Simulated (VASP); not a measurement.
P: single point with PBE

The system is P.

```xyz
1
Lattice="2.2202 0.0000 0.0000 -1.1101 1.9227 0.0000 0.0000 0.0000 2.0961" Properties=species:S:1:pos:R:3 pbc="T T T"
P     0.0000    0.0000    0.0000
```

```yaml
Program: VASP 6.6.1
Task: single point
Functional: PBE
Potentials_or_basis: VASP PAW PBE potentials, release 64 (P)
Cutoff: 520 eV
k_mesh: 19 × 19 × 18
Occupations: fermi-dirac, width 0.08 eV
Spin: no spin polarisation
```

| Quantity | Value |
| --- | --- |
| Pressure | 118.0 GPa |

Stress tensor (GPa, compression positive):
```
117.90   0.00   0.00
  0.00 117.90   0.00
  0.00   0.00 118.20
```

Levels at points of the mesh, in eV from the Fermi level:
```tsv
k point	band 1	band 2	band 3	band 4	band 5	band 6
(0.00, 0.00, 0.00)	-22.64	5.86	7.57	11.28	11.28	12.72
(0.00, 0.00, 0.50)	-15.65	-13.72	16.46	16.46	16.58	16.58
```

It took 13 s on 1 thread of AMD EPYC 9R14 (Zen 4) (shared host), peak memory 0.1 GiB.
